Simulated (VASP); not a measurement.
# Mo3Se4 (R-3) in VASP: notebook, part 2 of 2

VASP 6.6.1. The steps go on from the part before.

## Step 3: Single point, PBEsol

This run uses another cell than the first one, of 20.70 Å³/atom.

Contents of INCAR:

```
  ALGO = Normal
  EDIFF = 1E-7
  ENCUT = 520
  GGA = PS
  ISIF = 2
  ISMEAR = -1
  LASPH = True
  LCHARG = False
  LREAL = False
  LWAVE = False
  NBANDS = 79
  NELM = 100
  PREC = Accurate
  SIGMA = 0.1
```

Contents of KPOINTS:

```
k-points
0
Gamma
  4 4 4
```

Contents of POSCAR:

```
Mo3Se4
1.0
    4.7435760745      2.7387049235      3.7173895615
   -4.7435760745      2.7387049235      3.7173895615
    0.0000000000     -5.4774098471      3.7173895615
Mo Se
6 8
Direct
    0.2227105994      0.4137245003      0.5467296082
    0.5467296082      0.2227105994      0.4137245003
    0.4137245003      0.5467296082      0.2227105994
    0.7772894006      0.5862754997      0.4532703918
    0.4532703918      0.7772894006      0.5862754997
    0.5862754997      0.4532703918      0.7772894006
    0.3802024972      0.1270897274      0.7462974611
    0.7462974611      0.3802024972      0.1270897274
    0.1270897274      0.7462974611      0.3802024972
    0.6197975028      0.8729102726      0.2537025389
    0.2537025389      0.6197975028      0.8729102726
    0.8729102726      0.2537025389      0.6197975028
    0.2146333685      0.2146333685      0.2146333685
    0.7853666315      0.7853666315      0.7853666315
```

Potentials or basis: VASP PAW PBE potentials, release 64 (Mo_sv, Se).

On the command line:

```bash
cat potpaw_PBE.64/Mo_sv/POTCAR potpaw_PBE.64/Se/POTCAR > POTCAR
mpirun -np 1 vasp_std > vasp.out
```

OUTCAR:

```text
EDIFF = 1E-7
   ENCUT = 520
   GGA = PS
   ISIF = 2
   ISMEAR = -1
   LASPH = True
   LREAL = False
   NELM = 100
   PREC = Accurate

 ion  position               nearest neighbor table
   1  0.223  0.414  0.547-  11 2.52  13 2.53   7 2.57   9 2.58  12 2.58   3 2.68   2 2.68   5 2.82
                             6 2.82   4 3.24
   2  0.547  0.223  0.414-  12 2.52  13 2.53   8 2.57   7 2.58  10 2.58   3 2.68   1 2.68   4 2.82
                             6 2.82   5 3.24
   3  0.414  0.547  0.223-  10 2.52  13 2.53   9 2.57   8 2.58  11 2.58   1 2.68   2 2.68   4 2.82
                             5 2.82   6 3.24
   4  0.777  0.586  0.453-   8 2.52  14 2.53  10 2.57  12 2.58   9 2.58   6 2.68   5 2.68   2 2.82
                             3 2.82   1 3.24
   5  0.453  0.777  0.586-   9 2.52  14 2.53  11 2.57  10 2.58   7 2.58   6 2.68   4 2.68   1 2.82
                             3 2.82   2 3.24
   6  0.586  0.453  0.777-   7 2.52  14 2.53  12 2.57  11 2.58   8 2.58   4 2.68   5 2.68   1 2.82
                             2 2.82   3 3.24
   7  0.380  0.127  0.746-   6 2.52   1 2.57   2 2.58   5 2.58
   8  0.746  0.380  0.127-   4 2.52   2 2.57   3 2.58   6 2.58
   9  0.127  0.746  0.380-   5 2.52   3 2.57   1 2.58   4 2.58
  10  0.620  0.873  0.254-   3 2.52   4 2.57   5 2.58   2 2.58
  11  0.254  0.620  0.873-   1 2.52   5 2.57   6 2.58   3 2.58
  12  0.873  0.254  0.620-   2 2.52   6 2.57   4 2.58   1 2.58
  13  0.215  0.215  0.215-   3 2.53   2 2.53   1 2.53
  14  0.785  0.785  0.785-   6 2.53   5 2.53   4 2.53

  LATTYP: Found a trigonal (rhomboedric) cell.
 ALAT       =     6.6197434833
 COS(alpha) =    -0.0269739180

  Lattice vectors:

 A1 = (   4.7435760745,   2.7387049235,   3.7173895615)
 A2 = (  -4.7435760745,   2.7387049235,   3.7173895615)
 A3 = (   0.0000000000,  -5.4774098471,   3.7173895615)

Analysis of symmetry for initial positions (statically):
=====================================================================
 Subroutine PRICEL returns:
[... 170 lines left out ...]
 maximum number of plane-waves:      7855
 NGX is ok and might be reduce to    50
   NGX = 25   NGY = 25   NGZ = 25

 number of electron     131.9999998 magnetization

 Free energy of the ion-electron system (eV)
  ---------------------------------------------------
  ext. energy  EPLUGINS =         0.00000000
  ---------------------------------------------------
  free energy    TOTEN  =      -109.32592531 eV

  energy without entropy =     -109.00250056  energy(sigma->0) =     -109.16421294

 E-fermi :   6.1350     XC(G=0): -10.7198

 val. band max:        6.1197305036   @ k =   0.5000   0.5000   0.0000
 cond. band min:       6.1540520320   @ k =   0.5000   0.2500   0.2500
 fundamental gap:      0.0343215285
 Fermi energy:         6.1349918910

 k-point     1 :       0.0000    0.0000    0.0000
  band No.  band energies     occupation
      1     -54.5999      2.00000
      2     -54.5098      2.00000
      3     -54.4635      2.00000
      4     -54.4635      2.00000
      5     -54.4298      2.00000
      6     -54.4298      2.00000
[... 1123 lines left out ...]
     77       8.6839      0.00000
     78       8.8496      0.00000
 [bands above 78 left out]

------------------------ aborting loop because EDIFF is reached ----------------------------------------

  FORCE on cell =-STRESS in cart. coord.  units (eV):
  Direction    XX          YY          ZZ          XY          YZ          ZX
  --------------------------------------------------------------------------------------
  -------------------------------------------------------------------------------------
  Total        0.6157716      0.6157716      0.6337900     -0.0000020     -0.0000000     -0.0000000
  in kB        3.4047861      3.4047861      3.5044148     -0.0000110     -0.0000000     -0.0000000
  external PRESSURE =       3.4379957 kB  Pullay stress =       0.0000000 kB

 VOLUME and BASIS-vectors are now :
 -----------------------------------------------------------------------------
  energy-cutoff  :      520.00
  volume of cell :      289.76
      direct lattice vectors                 reciprocal lattice vectors
     4.743576074  2.738704923  3.717389562     0.105405709  0.060856015  0.089668658
    -4.743576074  2.738704923  3.717389562    -0.105405709  0.060856015  0.089668658
     0.000000000 -5.477409847  3.717389562     0.000000000 -0.121712029  0.089668658

 POSITION                                       TOTAL-FORCE (eV/Angst)
 -----------------------------------------------------------------------------------
     -0.90609     -1.25165      4.39828        -0.012648     -0.015095     -0.003783
      1.53701     -0.15887      4.39828         0.019397     -0.003406     -0.003783
     -0.63092      1.41052      4.39828        -0.006749      0.018501     -0.003783
      0.90609      1.25165      6.75388         0.012648      0.015095      0.003783
     -1.53701      0.15887      6.75388        -0.019397      0.003406      0.003783
      0.63092     -1.41052      6.75388         0.006749     -0.018501      0.003783
      1.20066     -2.69845      4.66008         0.002403     -0.036851     -0.001156
      1.73660      2.38903      4.66008         0.030713      0.020506     -0.001156
     -2.93726      0.30942      4.66008        -0.033115      0.016345     -0.001156
     -1.20066      2.69845      6.49209        -0.002403      0.036851      0.001156
     -1.73660     -2.38903      6.49209        -0.030713     -0.020506      0.001156
      2.93726     -0.30942      6.49209         0.033115     -0.016345      0.001156
      0.00000     -0.00000      2.39363        -0.000000      0.000000     -0.048429
      0.00000     -0.00000      8.75854        -0.000000     -0.000000      0.048429
 -----------------------------------------------------------------------------------
    total drift:                                0.000000     -0.000000      0.000000

  FREE ENERGIE OF THE ION-ELECTRON SYSTEM (eV)
  ---------------------------------------------------
  free  energy   TOTEN  =      -109.3259253145 eV

  energy  without entropy=     -109.0025005588  energy(sigma->0) =     -109.16421294
```

Run time: 7.1 min. Hardware: 1 thread of Intel Xeon Platinum 8259CL at 2.50GHz (Skylake/Cascade Lake), shared host; peak memory 0.48 GiB.

What came out:

| Quantity | Value |
| --- | --- |
| Free energy | -109.3259 eV |
| Pressure | 0.3 GPa |
| Largest force | 0.048 eV/Å |
| Band gap on the k mesh | zero (bands 66 and 67 overlap by 0.07 eV) |

Forces on the atoms (eV/Å):
```
Mo  -0.013 -0.015 -0.004
Mo   0.019 -0.003 -0.004
Mo  -0.007  0.019 -0.004
Mo   0.013  0.015  0.004
Mo  -0.019  0.003  0.004
Mo   0.007 -0.019  0.004
Se   0.002 -0.037 -0.001
Se   0.031  0.021 -0.001
Se  -0.033  0.016 -0.001
Se  -0.002  0.037  0.001
Se  -0.031 -0.021  0.001
Se   0.033 -0.016  0.001
Se   0.000  0.000 -0.048
Se   0.000  0.000  0.048
```

Levels at points of the mesh, in eV from the Fermi level:
| k point | band 64 | band 65 | band 66 | band 67 | band 68 | band 69 |
| --- | --- | --- | --- | --- | --- | --- |
| (0.00, 0.00, 0.00) | -0.20 | -0.13 | -0.13 | 0.65 | 0.65 | 1.59 |
| (0.50, 0.00, 0.00) | -0.38 | -0.12 | -0.07 | 0.19 | 0.31 | 1.51 |
| (0.50, 0.50, 0.00) | -0.66 | -0.24 | -0.07 | -0.02 | 0.27 | 1.42 |
| (0.50, 0.50, 0.50) | -0.66 | -0.49 | -0.49 | -0.12 | -0.12 | 1.78 |

Caveat: the PAW data sets were made with another functional, which shifts forces and pressure a little.

## Step 4: Single point, r2SCAN

This run uses another cell than the first one, of 21.99 Å³/atom.

Contents of POSCAR:

```
Mo3Se4
1.0
    4.8574791100      2.8044668700      3.7669052900
   -4.8574791100      2.8044668700      3.7669052900
    0.0000000000     -5.6089337400      3.7669052900
Mo Se
6 8
Direct
    0.2324911300      0.4126645800      0.5471173900
    0.5471173900      0.2324911300      0.4126645800
    0.4126645800      0.5471173900      0.2324911300
    0.7675088700      0.5873354200      0.4528826100
    0.4528826100      0.7675088700      0.5873354200
    0.5873354200      0.4528826100      0.7675088700
    0.3866329700      0.1255183700      0.7384819500
    0.7384819500      0.3866329700      0.1255183700
    0.1255183700      0.7384819500      0.3866329700
    0.6133670300      0.8744816300      0.2615180500
    0.2615180500      0.6133670300      0.8744816300
    0.8744816300      0.2615180500      0.6133670300
    0.2182607300      0.2182607300      0.2182607300
    0.7817392700      0.7817392700      0.7817392700
```

Contents of INCAR.step1:

```
ALGO = Normal
EDIFF = 1E-4
ENCUT = 520
GGA = PE
ISMEAR = -1
LASPH = T
LCHARG = F
LREAL = F
LWAVE = T
NBANDS = 79
NELM = 100
PREC = Accurate
SIGMA = 0.1
```

Contents of INCAR.step2:

```
ALGO = Normal
EDIFF = 1E-6
ENCUT = 520
ISIF = 2
ISMEAR = -1
ISTART = 1
LASPH = T
LCHARG = T
LELF = T
LMIXTAU = T
LREAL = F
LVHAR = T
LWAVE = F
METAGGA = R2SCAN
NBANDS = 79
NELM = 100
PREC = Accurate
SIGMA = 0.1
```

Contents of KPOINTS:

```
k-points
0
Gamma
  5 5 5
```

Potentials or basis: VASP PAW PBE potentials, release 64 (Mo_sv, Se).

On the command line:

```bash
cat potpaw_PBE.64/Mo_sv/POTCAR potpaw_PBE.64/Se/POTCAR > POTCAR
cp INCAR.step1 INCAR
mpirun -np 1 vasp_std > vasp.out
cp INCAR.step2 INCAR
mpirun -np 1 vasp_std > vasp.out
```

OUTCAR:

```text
EDIFF = 1E-6
   ENCUT = 520
   ISIF = 2
   ISMEAR = -1
   ISTART = 1
   LASPH = T
   LREAL = F
   METAGGA = R2SCAN
   NELM = 100
   PREC = Accurate

 ion  position               nearest neighbor table
   1  0.232  0.413  0.547-  13 2.54  11 2.55   7 2.60   9 2.60  12 2.65   3 2.66   2 2.66   5 2.78
                             6 2.78   4 3.44
   2  0.547  0.232  0.413-  13 2.54  12 2.55   8 2.60   7 2.60  10 2.65   3 2.66   1 2.66   4 2.78
                             6 2.78   5 3.44
   3  0.413  0.547  0.232-  13 2.54  10 2.55   9 2.60   8 2.60  11 2.65   1 2.66   2 2.66   5 2.78
                             4 2.78   6 3.44
[... 2104 lines left out ...]
  energy-cutoff  :      520.00
  volume of cell :      307.89
      direct lattice vectors                 reciprocal lattice vectors
     4.857479110  2.804466870  3.766905290     0.102934050  0.059429002  0.088489969
    -4.857479110  2.804466870  3.766905290    -0.102934050  0.059429002  0.088489969
     0.000000000 -5.608933740  3.766905290     0.000000000 -0.118858004  0.088489969

 POSITION                                       TOTAL-FORCE (eV/Angst)
 -----------------------------------------------------------------------------------
     -0.87519     -1.25943      4.49118        -0.023634     -0.028498     -0.011298
      1.52829     -0.12822      4.49118         0.036497     -0.006219     -0.011298
     -0.65310      1.38765      4.49118        -0.012863      0.034717     -0.011298
      0.87519      1.25943      6.80954         0.023634      0.028498      0.011298
     -1.52829      0.12822      6.80954        -0.036497      0.006219      0.011298
      0.65310     -1.38765      6.80954         0.012863     -0.034717      0.011298
      1.26836     -2.70578      4.71102         0.002192     -0.033512     -0.004443
      1.70910      2.45132      4.71102         0.027927      0.018655     -0.004443
     -2.97746      0.25446      4.71102        -0.030119      0.014858     -0.004443
     -1.26836      2.70578      6.58970        -0.002192      0.033512      0.004443
     -1.70910     -2.45132      6.58970        -0.027927     -0.018655      0.004443
      2.97746     -0.25446      6.58970         0.030119     -0.014858      0.004443
      0.00000      0.00000      2.46650         0.000000     -0.000000     -0.036080
      0.00000      0.00000      8.83421         0.000000     -0.000000      0.036080
 -----------------------------------------------------------------------------------
    total drift:                                0.000000      0.000000     -0.000000

  FREE ENERGIE OF THE ION-ELECTRON SYSTEM (eV)
  ---------------------------------------------------
  free  energy   TOTEN  =      -279.5307896895 eV

  energy  without entropy=     -279.2099449432  energy(sigma->0) =     -279.37036732
```

Wall time 44 min (1 thread of Oxide Virtual Turin-like, shared host); peak memory 0.59 GiB.

What came out:

- Free energy: -279.5308 eV
- Pressure: 0.4 GPa
- Largest force: 0.039 eV/Å
- Band gap on the k mesh: zero (bands 66 and 67 overlap by 0.05 eV)

Forces on the atoms (eV/Å):
```
Mo  -0.024 -0.028 -0.011
Mo   0.036 -0.006 -0.011
Mo  -0.013  0.035 -0.011
Mo   0.024  0.028  0.011
Mo  -0.036  0.006  0.011
Mo   0.013 -0.035  0.011
Se   0.002 -0.034 -0.004
Se   0.028  0.019 -0.004
Se  -0.030  0.015 -0.004
Se  -0.002  0.034  0.004
Se  -0.028 -0.019  0.004
Se   0.030 -0.015  0.004
Se   0.000  0.000 -0.036
Se   0.000  0.000  0.036
```

Caveat: the PAW data sets were made with another functional, which shifts forces and pressure a little.

## Step 5: The runs side by side

| level | potentials or basis | cell | k mesh | gap on the mesh (eV) | pressure (GPa) | largest force (eV/Å) |
| --- | --- | --- | --- | --- | --- | --- |
| LDA | VASP PAW LDA potentials, release 64 (Mo_sv, Se) | a = 6.561 Å, angles 91.5°, 14 atoms, atomic positions A | 4 × 4 × 4 | none | 0.6 | 0.08 |
| PBEsol | VASP PAW PBE potentials, release 64 (Mo_sv, Se) | a = 6.620 Å, angles 91.5°, 14 atoms, atomic positions B | 4 × 4 × 4 | none | 0.3 | 0.05 |
| r2SCAN | VASP PAW PBE potentials, release 64 (Mo_sv, Se) | a = 6.756 Å, angles 91.9°, 14 atoms, atomic positions C | 5 × 5 × 5 | none | 0.4 | 0.04 |

Alike in all rows: task single point; no spin polarisation; cutoff (eV) 520; smearing fermi-dirac 0.1 eV.

Caveats: the PAW data sets were made with another functional, which shifts forces and pressure a little (at least some runs).

Absolute energies hang on the potentials; compare differences alone.

The gap in the log of VASP goes by the Fermi energy; the results here count the filled bands.